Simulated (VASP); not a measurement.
Write the native input for VASP 6.6.1 that does the following.

```yaml
Task: single point
Functional: PBE
Dispersion: D3(BJ)
Potentials_or_basis: VASP PAW PBE potentials, release 64 (Al, C, H)
Cutoff: 520 eV
k_mesh: 3 × 2 × 1
Occupations: gaussian, width 0.05 eV
Spin: no spin polarisation
Dipole_correction: no
Further_INCAR_settings: LREAL = Auto; ALGO = Normal; EDIFF = 1e-07; NBANDS = 48
```

The structure of Al18H4C lies in POSCAR:

```
Al18H4C
1.0
    5.7275650000      0.0000000000      0.0000000000
    4.2956740000      7.4403250000      0.0000000000
    0.0000000000      0.0000000000     17.6765370000
Al C H
18 1 4
Direct
    0.1666665958      0.1111111410      0.0565722234
    0.6666666831      0.1111111410      0.0565722234
    0.1666667458      0.4444444295      0.0565722234
    0.6666666585      0.4444444295      0.0565722234
    0.1666666204      0.7777778524      0.0565722234
    0.6666667077      0.7777778524      0.0565722234
   -0.1664200626      0.2221306193      0.1881858986
    0.3334628031      0.2220974218      0.1882598950
   -0.1664487571      0.5553843414      0.1878535937
    0.3333808568      0.5555457591      0.1880077529
   -0.1663780733      0.8886855077      0.1879991539
    0.3335288805      0.8886627936      0.1879733570
    0.0006433433     -0.0005269931      0.3196963297
    0.5006172300     -0.0007362582      0.3195885031
    0.0001843004      0.3334171558      0.3195741904
    0.5001845283      0.3335026360      0.3197315741
    0.0001761866      0.6665763928      0.3193421313
    0.5001497672      0.6666403685      0.3191011905
    0.6590978005      0.6683706693      0.5237954131
    0.4566215801      0.7670354454      0.5041072807
    0.7170856964      0.5365297887      0.4995020235
    0.8025618088      0.7098078377      0.5053432129
    0.6600706071      0.6602139019      0.5856492140
```

One way to write it, as run:

INCAR

```
SYSTEM = Al18H4C
PREC = Accurate
ENCUT = 520
EDIFF = 1E-7
ISMEAR = 0
SIGMA = 0.05
LREAL = Auto
LASPH = .TRUE.
NELM = 80
ALGO = Normal
ISIF = 2
LWAVE = .FALSE.
LCHARG = .FALSE.
GGA = PE
IVDW = 12
NBANDS = 48
```

KPOINTS

```
Automatic mesh
0
G
  3 2 1
  0 0 0
```

Potentials or basis: VASP PAW PBE potentials, release 64 (Al, C, H).

Launch:

```bash
$ cat potpaw_PBE.64/Al/POTCAR potpaw_PBE.64/C/POTCAR potpaw_PBE.64/H/POTCAR > POTCAR
$ mpirun -np 1 vasp_std > vasp.out
```

It gave:

| Quantity | Value |
| --- | --- |
| Largest force | 0.029 eV/Å |
| Band gap on the k mesh | zero (filled and empty bands touch) |
| Dispersion energy per atom | -0.186 eV |

Caveat: the k points lie up to 0.42 Å⁻¹ apart.

It took 3.3 min on 1 thread of Intel(R) Xeon(R) 6975P-C (Granite Rapids) (shared host), peak memory 0.81 GiB.
